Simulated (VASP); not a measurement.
# AgI (F-43m) in VASP: single point with r2SCAN

Aim: the single point of AgI with r2SCAN.

Program: VASP 6.6.1. These are calculated values, not measurements. Logs are shortened: lines on timing, memory, paths and dates and some standing lists are left out, and cuts for length are marked.

### 1 The cell of the first run

Symmetry: F-43m, No. 216, cubic system. Conventional cell: a = 6.451 Å, b = 6.451 Å, c = 6.451 Å, α = 90.00°, β = 90.00°, γ = 90.00°. Ag (site symmetry -43m) has 4 I at 2.79 Å within 3.7 Å. I (site symmetry -43m) has 4 Ag at 2.79 Å within 3.7 Å.

### 2 Single point, r2SCAN

POSCAR reads:

```
AgI
1.0
   12.9015360000      0.0000000000      0.0000000000
    0.0000000000     12.9015360000      0.0000000000
    0.0000000000      0.0000000000     12.9015360000
Ag I
32 32
Direct
    0.0000000000      0.0000000000      0.0000000000
    0.0000000000      0.0000000000      0.5000000000
    0.0000000000      0.5000000000      0.0000000000
    0.0000000000      0.5000000000      0.5000000000
    0.5000000000      0.0000000000      0.0000000000
    0.5000000000      0.0000000000      0.5000000000
    0.5000000000      0.5000000000      0.0000000000
    0.5000000000      0.5000000000      0.5000000000
    0.2500000000      0.2500000000      0.0000000000
    0.2500000000      0.2500000000      0.5000000000
    0.2500000000      0.7500000000      0.0000000000
    0.2500000000      0.7500000000      0.5000000000
    0.7500000000      0.2500000000      0.0000000000
    0.7500000000      0.2500000000      0.5000000000
    0.7500000000      0.7500000000      0.0000000000
    0.7500000000      0.7500000000      0.5000000000
    0.2500000000      0.0000000000      0.2500000000
    0.2500000000      0.0000000000      0.7500000000
    0.2500000000      0.5000000000      0.2500000000
    0.2500000000      0.5000000000      0.7500000000
    0.7500000000      0.0000000000      0.2500000000
    0.7500000000      0.0000000000      0.7500000000
    0.7500000000      0.5000000000      0.2500000000
    0.7500000000      0.5000000000      0.7500000000
    0.0000000000      0.2500000000      0.2500000000
    0.0000000000      0.2500000000      0.7500000000
    0.0000000000      0.7500000000      0.2500000000
    0.0000000000      0.7500000000      0.7500000000
    0.5000000000      0.2500000000      0.2500000000
    0.5000000000      0.2500000000      0.7500000000
    0.5000000000      0.7500000000      0.2500000000
    0.5000000000      0.7500000000      0.7500000000
    0.1250000000      0.1250000000      0.1250000000
    0.1250000000      0.1250000000      0.6250000000
    0.1250000000      0.6250000000      0.1250000000
    0.1250000000      0.6250000000      0.6250000000
    0.6250000000      0.1250000000      0.1250000000
    0.6250000000      0.1250000000      0.6250000000
    0.6250000000      0.6250000000      0.1250000000
    0.6250000000      0.6250000000      0.6250000000
    0.3750000000      0.3750000000      0.1250000000
    0.3750000000      0.3750000000      0.6250000000
    0.3750000000      0.8750000000      0.1250000000
    0.3750000000      0.8750000000      0.6250000000
    0.8750000000      0.3750000000      0.1250000000
    0.8750000000      0.3750000000      0.6250000000
    0.8750000000      0.8750000000      0.1250000000
    0.8750000000      0.8750000000      0.6250000000
    0.3750000000      0.1250000000      0.3750000000
    0.3750000000      0.1250000000      0.8750000000
    0.3750000000      0.6250000000      0.3750000000
    0.3750000000      0.6250000000      0.8750000000
    0.8750000000      0.1250000000      0.3750000000
    0.8750000000      0.1250000000      0.8750000000
    0.8750000000      0.6250000000      0.3750000000
    0.8750000000      0.6250000000      0.8750000000
    0.1250000000      0.3750000000      0.3750000000
    0.1250000000      0.3750000000      0.8750000000
    0.1250000000      0.8750000000      0.3750000000
    0.1250000000      0.8750000000      0.8750000000
    0.6250000000      0.3750000000      0.3750000000
    0.6250000000      0.3750000000      0.8750000000
    0.6250000000      0.8750000000      0.3750000000
    0.6250000000      0.8750000000      0.8750000000
```

INCAR.step1 reads:

```
PREC = Accurate ; ENCUT = 550
ISMEAR = -1 ; SIGMA = 0.05
LREAL = Auto ; LASPH = True
NELM = 120 ; NBANDS = 326
GGA = PE ; ALGO = Normal
EDIFF = 1E-5 ; LWAVE = True
LCHARG = False ; GGA_COMPAT = False
NCORE = 4
```

INCAR.step2 reads:

```
PREC = Accurate ; ENCUT = 550
EDIFF = 1E-6 ; ISMEAR = -1
SIGMA = 0.05 ; LREAL = Auto
LASPH = True ; NELM = 120
ALGO = Normal ; ISIF = 2
LWAVE = False ; LCHARG = True
METAGGA = R2SCAN ; LMIXTAU = True
LELF = True ; LVHAR = True
NBANDS = 326 ; ISTART = 1
GGA_COMPAT = False ; NCORE = 4
```

KPOINTS reads:

```
Automatic mesh
0
Gamma
  1 1 1
```

Potentials or basis: VASP PAW PBE potentials, release 64 (Ag, I).

Launch:

```console
$ cat potpaw_PBE.64/Ag/POTCAR potpaw_PBE.64/I/POTCAR > POTCAR
$ cp INCAR.step1 INCAR
$ mpirun -np 4 vasp_gam > vasp.out
$ cp INCAR.step2 INCAR
$ mpirun -np 4 vasp_gam > vasp.out
```

OUTCAR:

```text
PREC = Accurate
   ENCUT = 550
   EDIFF = 1E-6
   ISMEAR = -1
   LREAL = Auto
   LASPH = True
   NELM = 120
   ISIF = 2
   METAGGA = R2SCAN
   ISTART = 1

 ion  position               nearest neighbor table
   1  0.000  0.000  0.000-  33 2.79  47 2.79  54 2.79  60 2.79
   2  0.000  0.000  0.500-  34 2.79  48 2.79  53 2.79  59 2.79
   3  0.000  0.500  0.000-  35 2.79  45 2.79  56 2.79  58 2.79
   4  0.000  0.500  0.500-  36 2.79  46 2.79  55 2.79  57 2.79
   5  0.500  0.000  0.000-  37 2.79  43 2.79  50 2.79  64 2.79
   6  0.500  0.000  0.500-  38 2.79  44 2.79  49 2.79  63 2.79
[... 56 lines left out ...]
  63  0.625  0.875  0.375-   6 2.79  16 2.79  21 2.79  31 2.79
  64  0.625  0.875  0.875-   5 2.79  15 2.79  22 2.79  32 2.79

  LATTYP: Found a simple cubic cell.
 ALAT       =    12.9015360000

  Lattice vectors:

 A1 = (  12.9015360000,   0.0000000000,   0.0000000000)
 A2 = (   0.0000000000,  12.9015360000,   0.0000000000)
 A3 = (   0.0000000000,   0.0000000000,  12.9015360000)

Analysis of symmetry for initial positions (statically):
=====================================================================
 Subroutine PRICEL returns following result:

  LATTYP: Found a face centered cubic cell.
 ALAT       =     6.4507680000

  Lattice vectors:

 A1 = (   3.2253840000,  -3.2253840000,   0.0000000000)
 A2 = (   3.2253840000,   0.0000000000,   3.2253840000)
 A3 = (   0.0000000000,  -3.2253840000,   3.2253840000)

  32 primitive cells build up your supercell.

 Routine SETGRP: Setting up the symmetry group for a
 simple cubic supercell.

 Subroutine GETGRP returns: Found 24 space group operations
 (whereof 24 operations were pure point group operations)
 out of a pool of 48 trial point group operations.

The static configuration has the point symmetry T_d .

Analysis of symmetry for dynamics (positions and initial velocities):
=====================================================================
 Subroutine PRICEL returns following result:

  LATTYP: Found a face centered cubic cell.
 ALAT       =     6.4507680000

  Lattice vectors:

 A1 = (   3.2253840000,  -3.2253840000,   0.0000000000)
 A2 = (   3.2253840000,   0.0000000000,   3.2253840000)
 A3 = (   0.0000000000,  -3.2253840000,   3.2253840000)

  32 primitive cells build up your supercell.

 Routine SETGRP: Setting up the symmetry group for a
 simple cubic supercell.

 Subroutine GETGRP returns: Found 24 space group operations
 (whereof 24 operations were pure point group operations)
 out of a pool of 48 trial point group operations.

The dynamic configuration has the point symmetry T_d .

 Subroutine INISYM returns: Found 24 space group operations
 (whereof 24 operations are pure point group operations),
 and found    32 'primitive' translations

----------------------------------------------------------------------------------------

                                     Primitive cell

  volume of cell :      67.1080

  direct lattice vectors                    reciprocal lattice vectors
     3.225384000 -3.225384000  0.000000000     0.155020301 -0.155020301 -0.155020301
     3.225384000  0.000000000  3.225384000     0.155020301  0.155020301  0.155020301
     0.000000000 -3.225384000  3.225384000    -0.155020301 -0.155020301  0.155020301

  length of vectors
     4.561381797  4.561381797  4.561381797     0.268503038  0.268503038  0.268503038

  position of ions in fractional coordinates (direct lattice)
     0.000000000  0.000000000  0.000000000
     0.750000000  0.750000000  0.750000000

  ion indices of the primitive-cell ions
   primitive index   ion index
                 1           1
                 2          33

----------------------------------------------------------------------------------------

 KPOINTS: Automatic mesh

Automatic generation of k-mesh.
 Grid dimensions read from file:
 generate k-points for:    1    1    1

 Generating k-lattice:

  Cartesian coordinates                     Fractional coordinates (reciprocal lattice)
     0.077510151  0.000000000  0.000000000     1.000000000  0.000000000  0.000000000
     0.000000000  0.077510151  0.000000000     0.000000000  1.000000000  0.000000000
     0.000000000  0.000000000  0.077510151     0.000000000  0.000000000  1.000000000

  Length of vectors
     0.077510151  0.077510151  0.077510151

  Shift w.r.t. Gamma in fractional coordinates (k-lattice)
     0.000000000  0.000000000  0.000000000

 Subroutine IBZKPT returns following result:
 ===========================================

 Found      1 irreducible k-points:

 Following reciprocal coordinates:
            Coordinates               Weight
  0.000000  0.000000  0.000000      1.000000
   k-points           NKPTS =      1   k-points in BZ     NKDIM =      1   number of bands    NBANDS=    326
   number of dos      NEDOS =    301   number of ions     NIONS =     64
   total plane-waves  NPLWV = ******
   dimension x,y,z NGX =   100 NGY =  100 NGZ =  100
   dimension x,y,z NGXF=   200 NGYF=  200 NGZF=  200
   ions per type =              32  32
   NGX,Y,Z   is equivalent  to a cutoff of  12.89, 12.89, 12.89 a.u.
   NGXF,Y,Z  is equivalent  to a cutoff of  25.77, 25.77, 25.77 a.u.
 SYSTEM =  unknown system
   PREC   = accura    normal or accurate (medium, high low for compatibility)
   ISTART =      1    job   : 0-new  1-cont  2-samecut
   ICHARG =      0    charge: 1-file 2-atom 10-const
   ISPIN  =      1    spin polarized calculation?
   LNONCOLLINEAR =      F non collinear calculations
   LSORBIT =      F    spin-orbit coupling
   LASPH  =      T    aspherical Exc in radial PAW
   ENCUT  =  550.0 eV  40.42 Ry    6.36 a.u.  24.67 24.67 24.67*2*pi/ulx,y,z
   NELM   =    120;   NELMIN=  2; NELMDL=  0     # of ELM steps
   EDIFF  = 0.1E-05   stopping-criterion for ELM
   LREAL  =      T    real-space projection
   EDIFFG = 0.1E-04   stopping-criterion for IOM
   NSW    =      0    number of steps for IOM
   IBRION =     -1    ionic relax: 0-MD 1-quasi-New 2-CG
   NFREE  =      0    steps in history (QN), initial steepest desc. (CG)
   ISIF   =      2    stress and relaxation
   ISYM   =      2    0-nonsym 1-usesym 2-fastsym
   POTIM  = 0.5000    time-step for ionic-motion
   TEBEG  =    0.0;   TEEND  =   0.0 temperature during run
   PSTRESS=    0.0 pullay stress
   NELECT =     576.0000    total number of electrons
   NUPDOWN=      -1.0000    fix difference up-down
   EMIN   =  10.00;   EMAX   =-10.00  energy-range for DOS
   EFERMI =   0.00;   METHOD = LEGACY
   ISMEAR =    -1;   SIGMA  =   0.05  broadening in eV -4-tet -1-fermi 0-gaus
   EFERMI_NEDOS =   21; number of points for ismear=-14 and -15
   IALGO  =     38    algorithm
   IMIX   =      4    mixing-type and parameters
     AMIX     =   0.40;   BMIX     =  1.00
     AMIX_MAG =   1.60;   BMIX_MAG =  1.00
  volume/ion in A,a.u.               =      33.55       226.43
  Fermi-wavevector in a.u.,A,eV,Ry     =   1.055782  1.995139 15.166082  1.114676
  Thomas-Fermi vector in A             =   2.190993
   LORBIT       =      0    0 simple, 1 ext, 2 COOP (PROOUT), +10 PAW based schemes
   METAGGA = R2SCAN    functional components
   LHFCALC =     F    Hartree Fock is set to
   AEXX    =    0.0000 exact exchange contribution
   IVDW    =     0    specifies the selected vdW correction
   LEPSILON=     F    determine dielectric tensor
   LRPA    =     F    only Hartree local field effects (RPA)
 non-spin polarized calculation
  energy-cutoff  :      550.00
  volume of cell :     2147.46
 maximum number of plane-waves:     31371
 NGX is ok and might be reduce to    98
   NGX = 49   NGY = 49   NGZ = 49

 number of electron     575.9999998 magnetization

 Free energy of the ion-electron system (eV)
  ---------------------------------------------------
  ext. energy  EPLUGINS =         0.00000000
  ---------------------------------------------------
  free energy    TOTEN  =     -1487.59132505 eV

  energy without entropy =    -1487.59132493  energy(sigma->0) =    -1487.59132499

 E-fermi :   4.0414     XC(G=0):  -9.0406

 val. band max:        3.1204267135   @ k =   0.0000   0.0000   0.0000
 cond. band min:       4.9075542908   @ k =   0.0000   0.0000   0.0000
 fundamental gap:      1.7871275773
 Fermi energy:         4.0414317173

 k-point     1 :       0.0000    0.0000    0.0000
  band No.  band energies     occupation
      1     -10.2081      2.00000
      2     -10.0004      2.00000
      3     -10.0004      2.00000
      4     -10.0004      2.00000
      5     -10.0004      2.00000
      6     -10.0004      2.00000
[... 292 lines left out ...]
    299       6.9378      0.00000
    300       6.9402      0.00000
 [bands above 300 left out]

------------------------ aborting loop because EDIFF is reached ----------------------------------------

  FORCE on cell =-STRESS in cart. coord.  units (eV):
  Direction    XX          YY          ZZ          XY          YZ          ZX
  --------------------------------------------------------------------------------------
  -------------------------------------------------------------------------------------
  Total       26.6124261     26.6124261     26.6124261      0.0000000     -0.0000000      0.0000000
  in kB       19.8550413     19.8550413     19.8550413      0.0000000     -0.0000000      0.0000000
  external PRESSURE =      19.8550413 kB  Pullay stress =       0.0000000 kB

 VOLUME and BASIS-vectors are now :
 -----------------------------------------------------------------------------
  energy-cutoff  :      550.00
  volume of cell :     2147.46
      direct lattice vectors                 reciprocal lattice vectors
    12.901536000  0.000000000  0.000000000     0.077510151  0.000000000  0.000000000
     0.000000000 12.901536000  0.000000000     0.000000000  0.077510151  0.000000000
     0.000000000  0.000000000 12.901536000     0.000000000  0.000000000  0.077510151

 POSITION                                       TOTAL-FORCE (eV/Angst)
 -----------------------------------------------------------------------------------
      0.00000      0.00000      0.00000        -0.000000     -0.000000     -0.000000
      0.00000      0.00000      6.45077         0.000000      0.000000      0.000000
      0.00000      6.45077      0.00000        -0.000000      0.000000     -0.000000
      0.00000      6.45077      6.45077         0.000000     -0.000000      0.000000
      6.45077      0.00000      0.00000        -0.000000      0.000000     -0.000000
      6.45077      0.00000      6.45077        -0.000000     -0.000000     -0.000000
[... 56 lines left out ...]
      8.06346     11.28884      4.83808         0.000000      0.000000      0.000000
      8.06346     11.28884     11.28884         0.000000     -0.000000     -0.000000
 -----------------------------------------------------------------------------------
    total drift:                                0.000000     -0.000000      0.000000

  FREE ENERGIE OF THE ION-ELECTRON SYSTEM (eV)
  ---------------------------------------------------
  free  energy   TOTEN  =     -1487.5913250463 eV

  energy  without entropy=    -1487.5913249331  energy(sigma->0) =    -1487.59132499
```

Wall time 12 min (4 MPI ranks of Intel Xeon Platinum 8559C (Emerald Rapids), shared host); peak memory 0.68 GiB.

What came out:

- Free energy: -1487.5913 eV
- Pressure: 2.0 GPa
- Band gap on the k mesh: 1.79 eV

Caveat: the k points lie up to 0.49 Å⁻¹ apart; the PAW data sets were made with another functional, which shifts forces and pressure a little; spin-orbit coupling is left out, which moves the levels of the heavy elements. A k mesh can miss the band edges.
